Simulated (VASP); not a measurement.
Runs of VASP 6.6.1 on CsH. The structure is that of space group I4/mmm (No. 139), or close to it. The cells are those of the table. 

```tsv
cell	gap on the mesh (eV)	pressure (GPa)
a = 4.392, b = 4.392, c = 4.898 Å, angles 56.1, 56.1, 67.8°, 2 atoms	2.26	(a)
a = 4.686, b = 4.686, c = 4.243 Å, angles 63.1, 63.1, 53.8°, 2 atoms	(b)	0.8
a = 4.417, b = 4.417, c = 4.759 Å, angles 57.4, 57.4, 65.2°, 2 atoms	2.50	0.8
a = 4.919, b = 4.919, c = 4.017 Å, angles 65.9, 65.9, 48.2°, 2 atoms	2.19	2.5
```

Alike in all rows: task single point; level r2SCAN; potentials or basis VASP PAW PBE potentials, release 64 (Cs_sv, H); no spin polarisation; k mesh 8 × 8 × 8; cutoff (eV) 520; smearing gaussian 0.05 eV.

Fill in the values left out.

(a) 1.9; (b) 2.51.

Caveats: the PAW data sets were made with another functional, which shifts forces and pressure a little; spin-orbit coupling is left out, which moves the levels of the heavy elements.

A k mesh can miss the band edges, and the runs leave out spin-orbit coupling on Cs.
